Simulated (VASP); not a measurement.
# SrTiO3 (Tausonite) (Pm-3m) in VASP: notebook

The runs below take SrTiO3 (Tausonite) through single point, with r2SCAN.

Everything below comes from runs of VASP 6.6.1. Logs are shortened: lines on timing, memory, paths and dates and some standing lists are left out, and cuts for length are marked.

**1. The cell of the first run**

Symmetry: Pm-3m, No. 221, cubic system. Conventional cell: a = 3.827 Å, b = 3.827 Å, c = 3.827 Å, α = 90.00°, β = 90.00°, γ = 90.00°. Within 3.6 Å of Sr (site symmetry m-3m) lie 12 O at 2.71 Å and 8 Ti at 3.31 Å. Ti (site symmetry m-3m) has 6 O at 1.91 Å within 2.5 Å. Within 2.5 Å of O (site symmetry 4/mmm) lie 2 Ti at 1.91 Å.

**2. Single point, r2SCAN (volume scaled by 0.94)**

Contents of POSCAR:

```
SrTiO3
1.0
    3.8270922674      0.0000000000      0.0000000000
    0.0000000000      3.8270922674      0.0000000000
    0.0000000000      0.0000000000      3.8270922674
Sr Ti O
1 1 3
Direct
    0.5000000000      0.5000000000      0.5000000000
    0.0000000000      0.0000000000      0.0000000000
    0.5000000000      0.0000000000      0.0000000000
    0.0000000000      0.5000000000      0.0000000000
    0.0000000000      0.0000000000      0.5000000000
```

Contents of INCAR.step1:

```
PREC = Accurate
ENCUT = 520
ISMEAR = 0
SIGMA = 0.02
LREAL = False
LASPH = True
NELM = 60
NBANDS = 28
GGA = PE
ALGO = Normal
EDIFF = 1E-4
LWAVE = True
LCHARG = False
```

Contents of INCAR.step2:

```
PREC = Accurate
ENCUT = 520
EDIFF = 1E-6
ISMEAR = 0
SIGMA = 0.02
LREAL = False
LASPH = True
NELM = 60
ALGO = Normal
ISIF = 2
LWAVE = False
LCHARG = False
METAGGA = R2SCAN
LMIXTAU = True
NBANDS = 28
ISTART = 1
```

Contents of KPOINTS:

```
regular mesh
0
Gamma
  8 8 8
```

Potentials or basis: VASP PAW PBE potentials, release 64 (Sr_sv, Ti_sv, O).

Run with:

```bash
$ cat potpaw_PBE.64/Sr_sv/POTCAR potpaw_PBE.64/Ti_sv/POTCAR potpaw_PBE.64/O/POTCAR > POTCAR
$ cp INCAR.step1 INCAR
$ mpirun -np 1 vasp_std > vasp.out
$ cp INCAR.step2 INCAR
$ mpirun -np 1 vasp_std > vasp.out
```

OUTCAR:

```text
PREC = Accurate
   ENCUT = 520
   EDIFF = 1E-6
   ISMEAR = 0
   LREAL = False
   LASPH = True
   NELM = 60
   ISIF = 2
   METAGGA = R2SCAN
   ISTART = 1

 ion  position               nearest neighbor table
   1  0.500  0.500  0.500-   3 2.71   4 2.71   5 2.71   3 2.71   4 2.71   3 2.71   5 2.71   3 2.71
                             4 2.71   5 2.71   4 2.71   5 2.71   2 3.31   2 3.31   2 3.31   2 3.31
   2  0.000  0.000  0.000-   3 1.91   4 1.91   5 1.91   5 1.91   4 1.91   3 1.91   1 3.31   1 3.31
                             1 3.31   1 3.31   1 3.31   1 3.31   1 3.31   1 3.31
   3  0.500  0.000  0.000-   2 1.91   2 1.91   1 2.71   1 2.71   1 2.71   1 2.71
   4  0.000  0.500  0.000-   2 1.91   2 1.91   1 2.71   1 2.71   1 2.71   1 2.71
   5  0.000  0.000  0.500-   2 1.91   2 1.91   1 2.71   1 2.71   1 2.71   1 2.71

  LATTYP: Found a simple cubic cell.
 ALAT       =     3.8270922674

  Lattice vectors:

 A1 = (   3.8270922674,   0.0000000000,   0.0000000000)
 A2 = (   0.0000000000,   3.8270922674,   0.0000000000)
 A3 = (   0.0000000000,   0.0000000000,   3.8270922674)

Analysis of symmetry for initial positions (statically):
=====================================================================
 Subroutine PRICEL returns:
 Original cell was already a primitive cell.

 Routine SETGRP: Setting up the symmetry group for a
 simple cubic supercell.

 Subroutine GETGRP returns: Found 48 space group operations
 (whereof 48 operations were pure point group operations)
 out of a pool of 48 trial point group operations.

The static configuration has the point symmetry O_h .

Analysis of symmetry for dynamics (positions and initial velocities):
=====================================================================
 Subroutine PRICEL returns:
 Original cell was already a primitive cell.

 Routine SETGRP: Setting up the symmetry group for a
 simple cubic supercell.

 Subroutine GETGRP returns: Found 48 space group operations
 (whereof 48 operations were pure point group operations)
 out of a pool of 48 trial point group operations.

The dynamic configuration has the point symmetry O_h .

 Subroutine INISYM returns: Found 48 space group operations
 (whereof 48 operations are pure point group operations),
 and found     1 'primitive' translations

----------------------------------------------------------------------------------------

                                     Primitive cell

  volume of cell :      56.0540

  direct lattice vectors                    reciprocal lattice vectors
     3.827092267  0.000000000  0.000000000     0.261294981  0.000000000  0.000000000
     0.000000000  3.827092267  0.000000000     0.000000000  0.261294981  0.000000000
     0.000000000  0.000000000  3.827092267     0.000000000  0.000000000  0.261294981

  length of vectors
     3.827092267  3.827092267  3.827092267     0.261294981  0.261294981  0.261294981

  position of ions in fractional coordinates (direct lattice)
     0.500000000  0.500000000  0.500000000
     0.000000000  0.000000000  0.000000000
     0.500000000  0.000000000  0.000000000
     0.000000000  0.500000000  0.000000000
     0.000000000  0.000000000  0.500000000

  ion indices of the primitive-cell ions
   primitive index   ion index
                 1           1
                 2           2
                 3           3
                 4           4
                 5           5

----------------------------------------------------------------------------------------

 KPOINTS: regular mesh

Automatic generation of k-mesh.
 Grid dimensions read from file:
 generate k-points for:    8    8    8

 Generating k-lattice:

  Cartesian coordinates                     Fractional coordinates (reciprocal lattice)
     0.032661873  0.000000000  0.000000000     0.125000000  0.000000000  0.000000000
     0.000000000  0.032661873  0.000000000     0.000000000  0.125000000  0.000000000
     0.000000000  0.000000000  0.032661873     0.000000000  0.000000000  0.125000000

  Length of vectors
     0.032661873  0.032661873  0.032661873

  Shift w.r.t. Gamma in fractional coordinates (k-lattice)
     0.000000000  0.000000000  0.000000000

 Subroutine IBZKPT returns following result:
 ===========================================

 Found     35 irreducible k-points:

 Following reciprocal coordinates:
            Coordinates               Weight
  0.000000  0.000000  0.000000      1.000000
  0.125000  0.000000  0.000000      6.000000
  0.250000  0.000000  0.000000      6.000000
  0.375000  0.000000  0.000000      6.000000
  0.500000  0.000000  0.000000      3.000000
  0.125000  0.125000  0.000000     12.000000
[... 16 lines left out ...]
  0.375000  0.375000  0.125000     24.000000
  0.500000  0.375000  0.125000     24.000000
 [... further k-points ...]
   k-points           NKPTS =     35   k-points in BZ     NKDIM =     35   number of bands    NBANDS=     28
   number of dos      NEDOS =    301   number of ions     NIONS =      5
   total plane-waves  NPLWV =  21952
   dimension x,y,z NGX =    28 NGY =   28 NGZ =   28
   dimension x,y,z NGXF=    56 NGYF=   56 NGZF=   56
   ions per type =               1   1   3
   NGX,Y,Z   is equivalent  to a cutoff of  12.16, 12.16, 12.16 a.u.
   NGXF,Y,Z  is equivalent  to a cutoff of  24.33, 24.33, 24.33 a.u.
 SYSTEM =  unknown system
   PREC   = accura    normal or accurate (medium, high low for compatibility)
   ISTART =      1    job   : 0-new  1-cont  2-samecut
   ICHARG =      0    charge: 1-file 2-atom 10-const
   ISPIN  =      1    spin polarized calculation?
   LNONCOLLINEAR =      F non collinear calculations
   LSORBIT =      F    spin-orbit coupling
   LASPH  =      T    aspherical Exc in radial PAW
   ENCUT  =  520.0 eV  38.22 Ry    6.18 a.u.   7.12  7.12  7.12*2*pi/ulx,y,z
   NELM   =     60;   NELMIN=  2; NELMDL=  0     # of ELM steps
   EDIFF  = 0.1E-05   stopping-criterion for ELM
   LREAL  =      F    real-space projection
   EDIFFG = 0.1E-04   stopping-criterion for IOM
   NSW    =      0    number of steps for IOM
   IBRION =     -1    ionic relax: 0-MD 1-quasi-New 2-CG
   NFREE  =      0    steps in history (QN), initial steepest desc. (CG)
   ISIF   =      2    stress and relaxation
   ISYM   =      2    0-nonsym 1-usesym 2-fastsym
   POTIM  = 0.5000    time-step for ionic-motion
   TEBEG  =    0.0;   TEEND  =   0.0 temperature during run
   PSTRESS=    0.0 pullay stress
   NELECT =      40.0000    total number of electrons
   NUPDOWN=      -1.0000    fix difference up-down
   EMIN   =  10.00;   EMAX   =-10.00  energy-range for DOS
   EFERMI =   0.00;   METHOD = LEGACY
   ISMEAR =     0;   SIGMA  =   0.02  broadening in eV -4-tet -1-fermi 0-gaus
   EFERMI_NEDOS =   21; number of points for ismear=-14 and -15
   IALGO  =     38    algorithm
   IMIX   =      4    mixing-type and parameters
     AMIX     =   0.40;   BMIX     =  1.00
     AMIX_MAG =   1.60;   BMIX_MAG =  1.00
  volume/ion in A,a.u.               =      11.21        75.65
  Fermi-wavevector in a.u.,A,eV,Ry     =   1.462938  2.764552 29.119017  2.140187
  Thomas-Fermi vector in A             =   2.579092
   LORBIT       =      0    0 simple, 1 ext, 2 COOP (PROOUT), +10 PAW based schemes
   METAGGA = R2SCAN    functional components
   LHFCALC =     F    Hartree Fock is set to
   AEXX    =    0.0000 exact exchange contribution
   IVDW    =     0    specifies the selected vdW correction
   LEPSILON=     F    determine dielectric tensor
   LRPA    =     F    only Hartree local field effects (RPA)
 non-spin polarized calculation
 Gauss-broadening in eV      SIGMA  =   0.02
  energy-cutoff  :      520.00
  volume of cell :       56.05
 maximum number of plane-waves:      1528
   NGX = 15   NGY = 15   NGZ = 15

 number of electron      39.9999995 magnetization

 Free energy of the ion-electron system (eV)
  ---------------------------------------------------
  ext. energy  EPLUGINS =         0.00000000
  ---------------------------------------------------
  free energy    TOTEN  =       -63.15964546 eV

  energy without entropy =      -63.15964546  energy(sigma->0) =      -63.15964546

 E-fermi :   4.6099     XC(G=0): -12.2849

 val. band max:        4.3581640338   @ k =   0.5000   0.5000   0.5000
 cond. band min:       6.7647732846   @ k =   0.0000   0.0000   0.0000
 fundamental gap:      2.4066092508
 Fermi energy:         4.6099166189

 k-point     1 :       0.0000    0.0000    0.0000
  band No.  band energies     occupation
      1     -54.0316      2.00000
      2     -29.3318      2.00000
      3     -29.2759      2.00000
      4     -29.2759      2.00000
      5     -29.2759      2.00000
      6     -14.2804      2.00000
[... 20 lines left out ...]
     27      10.4085      0.00000
     28      12.0296      0.00000

 k-point     2 :       0.1250    0.0000    0.0000
  band No.  band energies     occupation
      1     -54.0313      2.00000
      2     -29.3690      2.00000
      3     -29.2753      2.00000
      4     -29.2753      2.00000
      5     -29.2496      2.00000
      6     -14.2802      2.00000
[... 20 lines left out ...]
     27      10.7048      0.00000
     28      12.4093      0.00000

 k-point     3 :       0.2500    0.0000    0.0000
  band No.  band energies     occupation
      1     -54.0305      2.00000
      2     -29.4275      2.00000
      3     -29.2739      2.00000
      4     -29.2739      2.00000
      5     -29.2172      2.00000
      6     -14.3399      2.00000
[... 20 lines left out ...]
     27      11.4578      0.00000
     28      13.4364      0.00000

 k-point     4 :       0.3750    0.0000    0.0000
  band No.  band energies     occupation
      1     -54.0296      2.00000
      2     -29.4752      2.00000
      3     -29.2724      2.00000
      4     -29.2724      2.00000
      5     -29.1949      2.00000
      6     -14.4474      2.00000
[... 578 lines left out ...]
     27      13.4805      0.00000
     28      13.8197      0.00000

 k-point    23 :       0.3750    0.3750    0.1250
  band No.  band energies     occupation
      1     -54.0272      2.00000
      2     -29.4018      2.00000
      3     -29.3640      2.00000
      4     -29.2859      2.00000
      5     -29.2386      2.00000
      6     -13.8063      2.00000
[... 20 lines left out ...]
     27      13.5809      0.00000
     28      13.9979      0.00000

 k-point    24 :       0.5000    0.3750    0.1250
  band No.  band energies     occupation
      1     -54.0269      2.00000
      2     -29.4010      2.00000
      3     -29.3635      2.00000
      4     -29.2844      2.00000
      5     -29.2522      2.00000
      6     -13.7191      2.00000
[... 20 lines left out ...]
     27      13.6367      0.00000
     28      14.1574      0.00000

 [... further k-points ...]
[... 5 lines left out ...]
  --------------------------------------------------------------------------------------
  -------------------------------------------------------------------------------------
  Total        5.0889418      5.0889418      5.0889418      0.0000000     -0.0000000      0.0000000
  in kB      145.4558749    145.4558749    145.4558749      0.0000000     -0.0000000      0.0000000
  external PRESSURE =     145.4558749 kB  Pullay stress =       0.0000000 kB

 VOLUME and BASIS-vectors are now :
 -----------------------------------------------------------------------------
  energy-cutoff  :      520.00
  volume of cell :       56.05
      direct lattice vectors                 reciprocal lattice vectors
     3.827092267  0.000000000  0.000000000     0.261294981  0.000000000  0.000000000
     0.000000000  3.827092267  0.000000000     0.000000000  0.261294981  0.000000000
     0.000000000  0.000000000  3.827092267     0.000000000  0.000000000  0.261294981

 POSITION                                       TOTAL-FORCE (eV/Angst)
 -----------------------------------------------------------------------------------
      1.91355      1.91355      1.91355         0.000000      0.000000      0.000000
      0.00000      0.00000      0.00000         0.000000      0.000000      0.000000
      1.91355      0.00000      0.00000         0.000000      0.000000      0.000000
      0.00000      1.91355      0.00000         0.000000      0.000000      0.000000
      0.00000      0.00000      1.91355         0.000000      0.000000      0.000000
 -----------------------------------------------------------------------------------
    total drift:                                0.000000      0.000000     -0.000000

  FREE ENERGIE OF THE ION-ELECTRON SYSTEM (eV)
  ---------------------------------------------------
  free  energy   TOTEN  =       -63.1596454594 eV

  energy  without entropy=      -63.1596454594  energy(sigma->0) =      -63.15964546
```

Wall time 90 s (1 thread of Intel Xeon 6975P-C (Granite Rapids), shared host); peak memory 0.19 GiB.

Results:

* Free energy: -63.1596 eV
* Pressure: 14.5 GPa
* Band gap on the k mesh: 2.41 eV, indirect (least direct gap 2.75 eV)

Caveat: the PAW data sets were made with another functional, which shifts forces and pressure a little. A k mesh can miss the band edges.

**3. Single point, r2SCAN (volume scaled by 0.97)**

Changes to POSCAR since step 2:

```diff
@@ -2,5 +2,5 @@
 1.0
-    3.8270922674      0.0000000000      0.0000000000
-    0.0000000000      3.8270922674      0.0000000000
-    0.0000000000      0.0000000000      3.8270922674
+    3.8673804099      0.0000000000      0.0000000000
+    0.0000000000      3.8673804099      0.0000000000
+    0.0000000000      0.0000000000      3.8673804099
 Sr Ti O
```

Contents of INCAR.step1:

```
SYSTEM = SrTiO3
PREC     = Accurate       ! precision mode
ENCUT    = 520            ! plane-wave cutoff, eV
ISMEAR   = 0              ! smearing method
SIGMA    = 0.02           ! smearing width, eV
LREAL    = .False.        ! projectors in reciprocal space
LASPH    = .True.         ! aspherical terms in the spheres
NELM     = 60             ! most SCF steps
NBANDS   = 28             ! bands
GGA      = PE             ! functional
ALGO     = Normal         ! electronic algorithm
EDIFF    = 1E-4           ! SCF threshold, eV
LWAVE    = .True.         ! write WAVECAR
LCHARG   = .False.        ! write CHGCAR
```

Contents of INCAR.step2:

```
SYSTEM = SrTiO3
PREC     = Accurate       ! precision mode
ENCUT    = 520            ! plane-wave cutoff, eV
EDIFF    = 1E-6           ! SCF threshold, eV
ISMEAR   = 0              ! smearing method
SIGMA    = 0.02           ! smearing width, eV
LREAL    = .False.        ! projectors in reciprocal space
LASPH    = .True.         ! aspherical terms in the spheres
NELM     = 60             ! most SCF steps
ALGO     = Normal         ! electronic algorithm
ISIF     = 2              ! what is computed and relaxed
LWAVE    = .False.        ! write WAVECAR
LCHARG   = .False.        ! write CHGCAR
METAGGA  = R2SCAN         ! meta-GGA
LMIXTAU  = .True.       
NBANDS   = 28             ! bands
ISTART   = 1
```

Contents of KPOINTS:

```
regular mesh
0
Gamma
  8 8 8
  0 0 0
```

Potentials or basis: VASP PAW PBE potentials, release 64 (Sr_sv, Ti_sv, O).

Run with:

```bash
$ cat potpaw_PBE.64/Sr_sv/POTCAR potpaw_PBE.64/Ti_sv/POTCAR potpaw_PBE.64/O/POTCAR > POTCAR
$ cp INCAR.step1 INCAR
$ mpirun -np 1 vasp_std > vasp.out
$ cp INCAR.step2 INCAR
$ mpirun -np 1 vasp_std > vasp.out
```

OUTCAR:

```text
SYSTEM = SrTiO3
   PREC = Accurate
   ENCUT = 520
   EDIFF = 1E-6
   ISMEAR = 0
   LREAL = .False.
   LASPH = .True.
   NELM = 60
   ISIF = 2
   METAGGA = R2SCAN
   ISTART = 1

 ion  position               nearest neighbor table
   1  0.500  0.500  0.500-   3 2.73   4 2.73   5 2.73   3 2.73   4 2.73   3 2.73   5 2.73   3 2.73
                             4 2.73   5 2.73   4 2.73   5 2.73   2 3.35   2 3.35   2 3.35   2 3.35
   2  0.000  0.000  0.000-   3 1.93   4 1.93   5 1.93   5 1.93   4 1.93   3 1.93   1 3.35   1 3.35
[... 953 lines left out ...]
  -------------------------------------------------------------------------------------
  Total        2.5970149      2.5970149      2.5970149     -0.0000000      0.0000000      0.0000000
  in kB       71.9340221     71.9340221     71.9340221     -0.0000000      0.0000000      0.0000000
  external PRESSURE =      71.9340221 kB  Pullay stress =       0.0000000 kB

 VOLUME and BASIS-vectors are now :
 -----------------------------------------------------------------------------
  energy-cutoff  :      520.00
  volume of cell :       57.84
      direct lattice vectors                 reciprocal lattice vectors
     3.867380410  0.000000000  0.000000000     0.258572960  0.000000000  0.000000000
     0.000000000  3.867380410  0.000000000     0.000000000  0.258572960  0.000000000
     0.000000000  0.000000000  3.867380410     0.000000000  0.000000000  0.258572960

 POSITION                                       TOTAL-FORCE (eV/Angst)
 -----------------------------------------------------------------------------------
      1.93369      1.93369      1.93369         0.000000      0.000000      0.000000
      0.00000      0.00000      0.00000         0.000000      0.000000      0.000000
      1.93369      0.00000      0.00000         0.000000      0.000000      0.000000
      0.00000      1.93369      0.00000         0.000000      0.000000      0.000000
      0.00000      0.00000      1.93369         0.000000      0.000000      0.000000
 -----------------------------------------------------------------------------------
    total drift:                                0.000000     -0.000000      0.000000

  FREE ENERGIE OF THE ION-ELECTRON SYSTEM (eV)
  ---------------------------------------------------
  free  energy   TOTEN  =       -63.2825206680 eV

  energy  without entropy=      -63.2825206680  energy(sigma->0) =      -63.28252067
```

OSZICAR.step1:

```text
N       E                     dE             d eps       ncg     rms          rms(c)
DAV:   1     0.420321601579E+03    0.42032E+03   -0.20805E+04  1960   0.155E+03
DAV:   2    -0.761296388473E+01   -0.42793E+03   -0.40996E+03  2232   0.432E+02
DAV:   3    -0.478146305261E+02   -0.40202E+02   -0.39812E+02  2276   0.133E+02
DAV:   4    -0.501130105856E+02   -0.22984E+01   -0.22940E+01  3328   0.268E+01
DAV:   5    -0.501502238473E+02   -0.37213E-01   -0.37200E-01  2524   0.299E+00    0.278E+01
DAV:   6    -0.399850787111E+02    0.10165E+02   -0.51827E+01  2732   0.656E+01    0.154E+01
DAV:   7    -0.400434076608E+02   -0.58329E-01   -0.71285E+00  2496   0.203E+01    0.115E+01
DAV:   8    -0.400684835328E+02   -0.25076E-01   -0.13943E+00  2388   0.127E+01    0.279E+00
DAV:   9    -0.399995688674E+02    0.68915E-01   -0.34426E-01  2424   0.579E+00    0.113E+00
DAV:  10    -0.399963444909E+02    0.32244E-02   -0.87839E-02  2460   0.207E+00    0.687E-01
DAV:  11    -0.399909949224E+02    0.53496E-02   -0.22820E-02  3008   0.146E+00    0.132E-01
DAV:  12    -0.399909572219E+02    0.37700E-04   -0.15181E-03  2368   0.429E-01    0.928E-02
DAV:  13    -0.399909719846E+02   -0.14763E-04   -0.45635E-04  2076   0.163E-01
   1 F= -.39990972E+02 E0= -.39990972E+02  d E =-.644750E-12
```

It took 2.4 min on 1 thread of Intel Xeon 6975P-C (Granite Rapids), shared host; peak memory 0.21 GiB.

Results:

* Free energy: -63.2825 eV
* Pressure: 7.2 GPa
* Band gap on the k mesh: 2.34 eV, indirect (least direct gap 2.71 eV)

Levels at points of the mesh, in eV from the valence-band top:
| k point | band 17 | band 18 | band 19 | band 20 | band 21 | band 22 | band 23 | band 24 |
| --- | --- | --- | --- | --- | --- | --- | --- | --- |
| (0.00, 0.00, 0.00) | -1.26 | -0.37 | -0.37 | -0.37 | 2.34 | 2.34 | 2.34 | 4.82 |
| (0.50, 0.00, 0.00) | -2.44 | -2.10 | -0.77 | -0.77 | 2.52 | 4.35 | 4.35 | 4.84 |
| (0.50, 0.50, 0.00) | -1.77 | -1.64 | -1.64 | -0.10 | 4.35 | 4.35 | 4.85 | 5.92 |
| (0.50, 0.50, 0.50) | -3.88 | 0.00 | 0.00 | 0.00 | 5.09 | 5.09 | 5.09 | 7.75 |

Caveat: the PAW data sets were made with another functional, which shifts forces and pressure a little. A k mesh can miss the band edges.
